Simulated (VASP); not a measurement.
# TaN in VASP: further runs

Runs on TaN. Level: r2SCAN. Tasks: single point.

Everything below comes from runs of VASP 6.6.1. Logs are shortened: lines on timing, memory, paths and dates and some standing lists are left out, and cuts for length are marked.

**1. The cell of the first run**

It takes space group Fm-3m (No. 225, cubic). Conventional cell: a = 4.358 Å, b = 4.358 Å, c = 4.358 Å, α = 90.00°, β = 90.00°, γ = 90.00°. Ta (site symmetry m-3m) has 6 N at 2.18 Å within 2.9 Å. N (site symmetry m-3m) has 6 Ta at 2.18 Å within 2.9 Å.

**2. Single point, r2SCAN**

File POSCAR:

```
TaN
1.0
    0.0000000000      2.1790000000      2.1790000000
    2.1790000000      0.0000000000      2.1790000000
    2.1790000000      2.1790000000      0.0000000000
Ta N
1 1
Direct
    0.5000000000      0.5000000000      0.5000000000
    0.0000000000      0.0000000000      0.0000000000
```

File INCAR.step1:

```
PREC     = Accurate       # precision mode
ENCUT    = 520            # plane-wave cutoff, eV
ISMEAR   = -1             # smearing method
SIGMA    = 0.05           # smearing width, eV
LREAL    = F              # projectors in reciprocal space
LASPH    = T              # aspherical terms in the spheres
NELM     = 80             # most SCF steps
NBANDS   = 15             # bands
GGA      = PE             # functional
ALGO     = Normal         # electronic algorithm
EDIFF    = 1E-4           # SCF threshold, eV
LWAVE    = T              # write WAVECAR
LCHARG   = F              # write CHGCAR
```

File INCAR.step2:

```
PREC     = Accurate       # precision mode
ENCUT    = 520            # plane-wave cutoff, eV
EDIFF    = 1E-6           # SCF threshold, eV
ISMEAR   = -1             # smearing method
SIGMA    = 0.05           # smearing width, eV
LREAL    = F              # projectors in reciprocal space
LASPH    = T              # aspherical terms in the spheres
NELM     = 80             # most SCF steps
ALGO     = Normal         # electronic algorithm
ISIF     = 2              # what is computed and relaxed
LWAVE    = F              # write WAVECAR
LCHARG   = F              # write CHGCAR
METAGGA  = R2SCAN         # meta-GGA
LMIXTAU  = T            
NBANDS   = 15             # bands
ISTART   = 1
```

File KPOINTS:

```
Automatic mesh
0
Gamma
  14 14 14
```

Potentials or basis: VASP PAW PBE potentials, release 64 (Ta_pv, N).

The run is started by

```bash
$ cat potpaw_PBE.64/Ta_pv/POTCAR potpaw_PBE.64/N/POTCAR > POTCAR
$ cp INCAR.step1 INCAR
$ mpirun -np 1 vasp_std > vasp.out
$ cp INCAR.step2 INCAR
$ mpirun -np 1 vasp_std > vasp.out
```

OUTCAR:

```text
PREC = Accurate
   ENCUT = 520
   EDIFF = 1E-6
   ISMEAR = -1
   LREAL = F
   LASPH = T
   NELM = 80
   ISIF = 2
   METAGGA = R2SCAN
   ISTART = 1

 ion  position               nearest neighbor table
   1  0.500  0.500  0.500-   2 2.18   2 2.18   2 2.18   2 2.18   2 2.18   2 2.18
   2  0.000  0.000  0.000-   1 2.18   1 2.18   1 2.18   1 2.18   1 2.18   1 2.18

  LATTYP: Found a face centered cubic cell.
 ALAT       =     4.3580000000

  Lattice vectors:

 A1 = (   0.0000000000,   2.1790000000,   2.1790000000)
 A2 = (   2.1790000000,   0.0000000000,   2.1790000000)
 A3 = (   2.1790000000,   2.1790000000,   0.0000000000)

Analysis of symmetry for initial positions (statically):
=====================================================================
 Subroutine PRICEL returns:
 Original cell was already a primitive cell.

 Routine SETGRP: Setting up the symmetry group for a
 face centered cubic supercell.

 Subroutine GETGRP returns: Found 48 space group operations
 (whereof 48 operations were pure point group operations)
 out of a pool of 48 trial point group operations.

The static configuration has the point symmetry O_h .

Analysis of symmetry for dynamics (positions and initial velocities):
=====================================================================
 Subroutine PRICEL returns:
 Original cell was already a primitive cell.

 Routine SETGRP: Setting up the symmetry group for a
 face centered cubic supercell.

 Subroutine GETGRP returns: Found 48 space group operations
 (whereof 48 operations were pure point group operations)
 out of a pool of 48 trial point group operations.

The dynamic configuration has the point symmetry O_h .

 Subroutine INISYM returns: Found 48 space group operations
 (whereof 48 operations are pure point group operations),
 and found     1 'primitive' translations

----------------------------------------------------------------------------------------

                                     Primitive cell

  volume of cell :      20.6920

  direct lattice vectors                    reciprocal lattice vectors
     0.000000000  2.179000000  2.179000000    -0.229463056  0.229463056  0.229463056
     2.179000000  0.000000000  2.179000000     0.229463056 -0.229463056  0.229463056
     2.179000000  2.179000000  0.000000000     0.229463056  0.229463056 -0.229463056

  length of vectors
     3.081571352  3.081571352  3.081571352     0.397441672  0.397441672  0.397441672

  position of ions in fractional coordinates (direct lattice)
     0.500000000  0.500000000  0.500000000
     0.000000000  0.000000000  0.000000000

  ion indices of the primitive-cell ions
   primitive index   ion index
                 1           1
                 2           2

----------------------------------------------------------------------------------------

 KPOINTS: Automatic mesh

Automatic generation of k-mesh.
 Grid dimensions read from file:
 generate k-points for:   14   14   14

 Generating k-lattice:

  Cartesian coordinates                     Fractional coordinates (reciprocal lattice)
    -0.016390218  0.016390218  0.016390218     0.071428571  0.000000000  0.000000000
     0.016390218 -0.016390218  0.016390218     0.000000000  0.071428571  0.000000000
     0.016390218  0.016390218 -0.016390218     0.000000000  0.000000000  0.071428571

  Length of vectors
     0.028388691  0.028388691  0.028388691

  Shift w.r.t. Gamma in fractional coordinates (k-lattice)
     0.000000000  0.000000000  0.000000000

 Subroutine IBZKPT returns following result:
 ===========================================

 Found    104 irreducible k-points:

 Following reciprocal coordinates:
            Coordinates               Weight
  0.000000  0.000000  0.000000      1.000000
  0.071429  0.000000  0.000000      8.000000
  0.142857  0.000000  0.000000      8.000000
  0.214286  0.000000  0.000000      8.000000
  0.285714  0.000000  0.000000      8.000000
  0.357143  0.000000  0.000000      8.000000
[... 16 lines left out ...]
  0.214286  0.142857  0.000000     24.000000
  0.285714  0.142857  0.000000     24.000000
 [... further k-points ...]
   k-points           NKPTS =    104   k-points in BZ     NKDIM =    104   number of bands    NBANDS=     15
   number of dos      NEDOS =    301   number of ions     NIONS =      2
   total plane-waves  NPLWV =  13824
   dimension x,y,z NGX =    24 NGY =   24 NGZ =   24
   dimension x,y,z NGXF=    48 NGYF=   48 NGZF=   48
   ions per type =               1   1
   NGX,Y,Z   is equivalent  to a cutoff of  12.95, 12.95, 12.95 a.u.
   NGXF,Y,Z  is equivalent  to a cutoff of  25.90, 25.90, 25.90 a.u.
 SYSTEM =  unknown system
   PREC   = accura    normal or accurate (medium, high low for compatibility)
   ISTART =      1    job   : 0-new  1-cont  2-samecut
   ICHARG =      0    charge: 1-file 2-atom 10-const
   ISPIN  =      1    spin polarized calculation?
   LNONCOLLINEAR =      F non collinear calculations
   LSORBIT =      F    spin-orbit coupling
   LASPH  =      T    aspherical Exc in radial PAW
   ENCUT  =  520.0 eV  38.22 Ry    6.18 a.u.   5.73  5.73  5.73*2*pi/ulx,y,z
   NELM   =     80;   NELMIN=  2; NELMDL=  0     # of ELM steps
   EDIFF  = 0.1E-05   stopping-criterion for ELM
   LREAL  =      F    real-space projection
   EDIFFG = 0.1E-04   stopping-criterion for IOM
   NSW    =      0    number of steps for IOM
   IBRION =     -1    ionic relax: 0-MD 1-quasi-New 2-CG
   NFREE  =      0    steps in history (QN), initial steepest desc. (CG)
   ISIF   =      2    stress and relaxation
   ISYM   =      2    0-nonsym 1-usesym 2-fastsym
   POTIM  = 0.5000    time-step for ionic-motion
   TEBEG  =    0.0;   TEEND  =   0.0 temperature during run
   PSTRESS=    0.0 pullay stress
   NELECT =      16.0000    total number of electrons
   NUPDOWN=      -1.0000    fix difference up-down
   EMIN   =  10.00;   EMAX   =-10.00  energy-range for DOS
   EFERMI =   0.00;   METHOD = LEGACY
   ISMEAR =    -1;   SIGMA  =   0.05  broadening in eV -4-tet -1-fermi 0-gaus
   EFERMI_NEDOS =   21; number of points for ismear=-14 and -15
   IALGO  =     38    algorithm
   IMIX   =      4    mixing-type and parameters
     AMIX     =   0.40;   BMIX     =  1.00
     AMIX_MAG =   1.60;   BMIX_MAG =  1.00
  volume/ion in A,a.u.               =      10.35        69.82
  Fermi-wavevector in a.u.,A,eV,Ry     =   1.502615  2.839530 30.719922  2.257851
  Thomas-Fermi vector in A             =   2.613832
   LORBIT       =      0    0 simple, 1 ext, 2 COOP (PROOUT), +10 PAW based schemes
   METAGGA = R2SCAN    functional components
   LHFCALC =     F    Hartree Fock is set to
   AEXX    =    0.0000 exact exchange contribution
   IVDW    =     0    specifies the selected vdW correction
   LEPSILON=     F    determine dielectric tensor
   LRPA    =     F    only Hartree local field effects (RPA)
 non-spin polarized calculation
  energy-cutoff  :      520.00
  volume of cell :       20.69
 maximum number of plane-waves:       568
   NGX = 11   NGY = 11   NGZ = 11

 number of electron      16.0000000 magnetization

 Free energy of the ion-electron system (eV)
  ---------------------------------------------------
  ext. energy  EPLUGINS =         0.00000000
  ---------------------------------------------------
  free energy    TOTEN  =       -59.60244657 eV

  energy without entropy =      -59.59626588  energy(sigma->0) =      -59.59935622

 E-fermi :   9.9109     XC(G=0): -14.6317

 val. band max:        9.8883861450   @ k =  -0.2857   0.1429   0.0000
 cond. band min:       9.9532802466   @ k =   0.2857   0.0000   0.0000
 fundamental gap:      0.0648941016
 Fermi energy:         9.9108961200

 k-point     1 :       0.0000    0.0000    0.0000
  band No.  band energies     occupation
      1     -27.1739      2.00000
      2     -27.1739      2.00000
      3     -27.1739      2.00000
      4     -10.3205      2.00000
      5       5.6983      2.00000
      6       5.6983      2.00000
      7       5.6983      2.00000
      8       7.6806      2.00000
      9       7.6806      2.00000
     10       7.6806      2.00000
     11      10.0579      0.10050
     12      10.0579      0.10050
     13      11.9490      0.00000
     14      19.5467      0.00000
     15      19.9140      0.00000

 k-point     2 :       0.0714    0.0000    0.0000
  band No.  band energies     occupation
      1     -27.2266      2.00000
      2     -27.1784      2.00000
      3     -27.1784      2.00000
      4     -10.1879      2.00000
      5       5.0463      2.00000
      6       5.2549      2.00000
      7       5.2549      2.00000
      8       7.8904      2.00000
      9       7.8904      2.00000
     10       7.9656      2.00000
     11      10.5841      0.00000
     12      10.5841      0.00000
     13      12.3316      0.00000
     14      19.5467      0.00000
     15      20.3178      0.00000

 k-point     3 :       0.1429    0.0000    0.0000
  band No.  band energies     occupation
      1     -27.3715      2.00000
      2     -27.1909      2.00000
      3     -27.1909      2.00000
      4      -9.8102      2.00000
      5       3.7611      2.00000
      6       4.3782      2.00000
      7       4.3782      2.00000
      8       8.3802      2.00000
      9       8.3802      2.00000
     10       8.3838      2.00000
     11      11.8273      0.00000
     12      11.8273      0.00000
     13      13.2787      0.00000
     14      19.5466      0.00000
     15      21.4010      0.00000

 k-point     4 :       0.2143    0.0000    0.0000
  band No.  band energies     occupation
      1     -27.5741      2.00000
      2     -27.2089      2.00000
      3     -27.2089      2.00000
      4      -9.2424      2.00000
      5       2.3671      2.00000
      6       3.4913      2.00000
      7       3.4913      2.00000
      8       8.8448      2.00000
      9       9.0834      2.00000
     10       9.0834      2.00000
     11      13.3607      0.00000
     12      13.3607      0.00000
     13      14.3975      0.00000
     14      19.5463      0.00000
     15      22.6872      0.00000
[... 307 lines left out ...]
 k-point    22 :       0.1429    0.1429    0.0000
  band No.  band energies     occupation
      1     -27.3578      2.00000
      2     -27.2345      2.00000
      3     -27.2345      2.00000
      4      -9.7005      2.00000
      5       2.7800      2.00000
      6       4.9018      2.00000
      7       4.9018      2.00000
      8       6.7533      2.00000
      9       9.5494      1.99855
     10       9.5494      1.99855
     11      10.4068      0.00010
     12      11.6954      0.00000
     13      14.8556      0.00000
     14      19.5466      0.00000
     15      21.9047      0.00000

 k-point    23 :       0.2143    0.1429    0.0000
  band No.  band energies     occupation
      1     -27.4866      2.00000
      2     -27.2632      2.00000
      3     -27.2528      2.00000
      4      -9.3540      2.00000
      5       1.9910      2.00000
      6       4.3101      2.00000
      7       4.4982      2.00000
      8       6.7458      2.00000
      9      10.0982      0.04609
     10      10.1897      0.00754
     11      11.1725      0.00000
     12      12.3661      0.00000
     13      16.1142      0.00000
     14      19.5464      0.00000
     15      23.0064      0.00000

 k-point    24 :       0.2857    0.1429    0.0000
  band No.  band energies     occupation
      1     -27.6636      2.00000
      2     -27.2889      2.00000
      3     -27.2730      2.00000
      4      -8.8827      2.00000
      5       1.2658      2.00000
      6       3.3985      2.00000
      7       3.8451      2.00000
      8       7.1805      2.00000
      9      10.7497      0.00000
     10      10.8392      0.00000
     11      12.4865      0.00000
     12      13.4719      0.00000
     13      17.2027      0.00000
     14      19.5460      0.00000
     15      23.8382      0.00000

 [... further k-points ...]
[... 5 lines left out ...]
  --------------------------------------------------------------------------------------
  -------------------------------------------------------------------------------------
  Total        1.5425015      1.5425015      1.5425015      0.0000000      0.0000000      0.0000000
  in kB      119.4357922    119.4357922    119.4357922      0.0000000      0.0000000      0.0000000
  external PRESSURE =     119.4357922 kB  Pullay stress =       0.0000000 kB

 VOLUME and BASIS-vectors are now :
 -----------------------------------------------------------------------------
  energy-cutoff  :      520.00
  volume of cell :       20.69
      direct lattice vectors                 reciprocal lattice vectors
     0.000000000  2.179000000  2.179000000    -0.229463056  0.229463056  0.229463056
     2.179000000  0.000000000  2.179000000     0.229463056 -0.229463056  0.229463056
     2.179000000  2.179000000  0.000000000     0.229463056  0.229463056 -0.229463056

 POSITION                                       TOTAL-FORCE (eV/Angst)
 -----------------------------------------------------------------------------------
      2.17900      2.17900      2.17900        -0.000000     -0.000000     -0.000000
      0.00000      0.00000      0.00000         0.000000      0.000000      0.000000
 -----------------------------------------------------------------------------------
    total drift:                                0.000000     -0.000000     -0.000000

  FREE ENERGIE OF THE ION-ELECTRON SYSTEM (eV)
  ---------------------------------------------------
  free  energy   TOTEN  =       -59.6024465654 eV

  energy  without entropy=      -59.5962658834  energy(sigma->0) =      -59.59935622
```

Run time: 38 s. Hardware: 1 thread of Intel Xeon 6975P-C (Granite Rapids), shared host; peak memory 0.17 GiB.

Results:

* Free energy: -59.6024 eV
* Pressure: 11.9 GPa
* Band gap on the k mesh: zero (bands 8 and 9 overlap by 4.26 eV)

Caveat: the cell stands under pressure; the PAW data sets were made with another functional, which shifts forces and pressure a little; spin-orbit coupling is left out, which moves the levels of the heavy elements.

(Continued in part 2 of 2.)
